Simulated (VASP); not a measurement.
Wanted: the native input for a VASP 6.6.1 run.

| Item | Value |
| --- | --- |
| Task | single point |
| Functional | PBE |
| Potentials or basis | VASP PAW PBE potentials, release 64 (Ni) |
| Cutoff | 520 eV |
| k mesh | 17 × 17 × 10 |
| Occupations | fermi-dirac, width 0.08 eV |
| Spin | collinear spin, ferromagnetic start |
| Starting moments | [1.0, 1.0] μB |
| Dipole correction | no |
| Further INCAR settings | ALGO = Normal; EDIFF = 1e-06; NBANDS = 21 |

The structure of Ni lies in POSCAR:

```
Ni
1.0
    2.0976225820      0.0000000000      0.0000000000
   -1.0488112910      1.8165944436      0.0000000000
    0.0000000000      0.0000000000      3.4452332902
Ni
2
Direct
    0.3333333333      0.6666666667      0.2500000000
    0.6666666667      0.3333333333      0.7500000000
```

This isn't the form of Ni at room conditions, which is fcc.

These files were run (other wordings do the same):

INCAR

```
ALGO = Normal
EDIFF = 1E-6
ENCUT = 520
GGA = PE
ISIF = 2
ISMEAR = -1
ISPIN = 2
LASPH = True
LCHARG = False
LMAXMIX = 4
LORBIT = 11
LREAL = False
LWAVE = False
MAGMOM = 1 1
NBANDS = 21
NELM = 150
PREC = Accurate
SIGMA = 0.08
```

KPOINTS

```
k-points
0
Gamma
  17 17 10
```

Potentials or basis: VASP PAW PBE potentials, release 64 (Ni).

Run with:

```console
$ cat potpaw_PBE.64/Ni/POTCAR > POTCAR
$ mpirun -np 1 vasp_std > vasp.out
```

Results of the run:

The pressure is 338.9 GPa. The net moment is 0.90 μB per cell. The site moments are Ni +0.43 μB.

Caveat: the cell stands under pressure.

Wall time 110 s on 1 thread of Intel(R) Xeon(R) Platinum 8488C (Sapphire Rapids) (shared host), peak memory 0.18 GiB.
